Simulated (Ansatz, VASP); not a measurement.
La2O3: VASP beside Ansatz

File INCAR:

```
SYSTEM = La2O3
  PREC = Accurate
  ENCUT = 600
  EDIFF = 1E-6
  ISMEAR = -1
  SIGMA = 0.05
  LREAL = .FALSE.
  LASPH = .TRUE.
  NELM = 150
  ALGO = Normal
  ISIF = 3
  LWAVE = .FALSE.
  LCHARG = .FALSE.
  LMAXMIX = 6
  LDAU = .TRUE.
  LDAUTYPE = 2
  LDAUL = 3 -1
  LDAUU = 2 0
  LDAUJ = 0 0
  LDAUPRINT = 1
  IBRION = 2
  NSW = 60
  EDIFFG = -0.01
```

KPOINTS

```
Automatic mesh
0
G
  8 8 5
  0 0 0
```

POSCAR

```
La2O3
1.0
    3.9307778780      0.0000000000      0.0000000000
   -1.9653889390      3.4041534990      0.0000000000
    0.0000000000      0.0000000000      6.1119535200
La O
2 3
Direct
    0.3333333333      0.6666666667      0.2462356800
    0.6666666667      0.3333333333      0.7537643200
    0.0000000000      0.0000000000      0.0000000000
    0.3333333333      0.6666666667      0.6458906500
    0.6666666667      0.3333333333      0.3541093500
```

File input.yaml:

```yaml
crystal:
  lattice:
    - [3.930777878, 0.0, 0.0]
    - [-1.965388939, 3.404153499, 0.0]
    - [0.0, 0.0, 6.11195352]
  atoms:
    - { symbol: La, position: [0.3333333333, 0.6666666667, 0.24623568] }
    - { symbol: La, position: [0.6666666667, 0.3333333333, 0.75376432] }
    - { symbol: O, position: [0.0, 0.0, 0.0] }
    - { symbol: O, position: [0.3333333333, 0.6666666667, 0.64589065] }
    - { symbol: O, position: [0.6666666667, 0.3333333333, 0.35410935] }
hamiltonian:
  xc: lda
  pseudopotentials: { kind: paw }
  hubbard: { sites: [{ species: La, l: f, u_eff: 2.0 }] }
kpoints:
  mp_grid: { grid: [8, 8, 5] }
scf:
  occupations: { method: fermi_dirac, width: 0.05 }
output:
  forces: true
  stress: true
  eigenvalues: true
relax:
  f_tol: 0.01
  max_steps: 40
  cell: { stress_tol: 0.05 }
```

Alike in both runs: task relaxation of cell and atoms; functional LDA; k mesh 8 × 8 × 5; occupations fermi-dirac, width 0.05 eV; no spin polarisation; Hubbard terms La f U = 2.0 eV.

|  | VASP | Ansatz |
| --- | --- | --- |
| version | VASP 6.6.1 | Ansatz 0.2.0 |
| potentials or method | VASP PAW LDA potentials, release 64 (La, O) | Ansatz PAW |
| plane-wave cutoff (eV) | 600 | 420 |
| valence electrons in the cell | 40 | 40 |

```csv
,VASP,Ansatz,Ansatz less VASP
"gap on the k mesh at the Fermi level, each at its own relaxed structure (eV)",3.81,3.82,+0.011
relaxed volume (Å³/atom),15.72,15.68,-0.042
relaxed cell length with the largest relative difference (Å),3.898,3.889,-0.0084
```

LDA's correlation is that of Perdew and Zunger in VASP and of Perdew and Wang (1992) in Ansatz. The programs project onto different local orbitals, so the same U acts differently, and such runs can settle in different states.

Neither program's run includes spin-orbit coupling. Noted on Ansatz's run: the magnetic or orbital state may not be the lowest; odd divisions of the mesh miss points on the zone boundary, where band edges often lie, so the gap on the mesh can be too wide; the plane-wave basis is chosen anew once the cell has moved, so the energies of steps on either side of that aren't comparable.
